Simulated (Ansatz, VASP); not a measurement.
# WS2: VASP beside Ansatz

```
CELL_PARAMETERS angstrom
6.36703 11.02802 0.00000
12.73406 0.00000 0.00000
1.59176 2.75701 -16.95058
ATOMIC_POSITIONS crystal
W 0.66667 0.41667 0.00000
W 0.91667 0.41667 0.00000
W 0.91667 0.16667 0.00000
W 0.16667 0.91667 0.00000
W 0.41667 0.91667 0.00000
W 0.66667 0.91667 0.00000
W 0.91667 0.91667 0.00000
W 0.41667 0.66667 0.00000
W 0.66667 0.66667 0.00000
W 0.91667 0.66667 0.00000
W 0.16667 0.41667 0.00000
W 0.41667 0.41667 0.00000
W 0.16667 0.16667 0.00000
W 0.41667 0.16667 0.00000
W 0.66667 0.16667 0.00000
W 0.16667 0.66667 0.00000
S 0.81033 0.58333 0.09200
S 0.06033 0.58333 0.09200
S 0.06033 0.33333 0.09200
S 0.31033 0.08333 0.09200
S 0.56033 0.08333 0.09200
S 0.81033 0.08333 0.09200
S 0.06033 0.08333 0.09200
S 0.56033 0.83333 0.09200
S 0.81033 0.83333 0.09200
S 0.06033 0.83333 0.09200
S 0.31033 0.58333 0.09200
S 0.56033 0.58333 0.09200
S 0.31033 0.33333 0.09200
S 0.56033 0.33333 0.09200
S 0.81033 0.33333 0.09200
S 0.31033 0.83333 0.09200
S 0.60633 0.58333 0.90800
S 0.85633 0.58333 0.90800
S 0.85633 0.33333 0.90800
S 0.10633 0.08333 0.90800
S 0.35633 0.08333 0.90800
S 0.60633 0.08333 0.90800
S 0.85633 0.08333 0.90800
S 0.35633 0.83333 0.90800
S 0.60633 0.83333 0.90800
S 0.85633 0.83333 0.90800
S 0.10633 0.58333 0.90800
S 0.35633 0.58333 0.90800
S 0.10633 0.33333 0.90800
S 0.35633 0.33333 0.90800
S 0.60633 0.33333 0.90800
S 0.10633 0.83333 0.90800
```

Alike in both runs: task single point; functional PBE; k mesh 1 × 1 × 1; occupations gaussian, width 0.05 eV; no spin polarisation.

```csv
,VASP,Ansatz
version,VASP 6.6.1,Ansatz 0.2.0
potentials or method,"VASP PAW PBE potentials, release 64 (W_sv, S), cutoff 520 eV","scalar-relativistic, plane waves, PAW"
valence electrons in the cell,416,416
```

|  | VASP | Ansatz | Ansatz less VASP |
| --- | --- | --- | --- |
| gap on the k mesh at the Fermi level (eV) | 2.36 | 2.36 | -0.007 |
| rms of the force components (eV/Å) | 0.099 | 0.096 | -0.0026 |

Atom by atom the forces differ by 0.003 eV/Å (rms over components).

Neither program's run includes spin-orbit coupling.
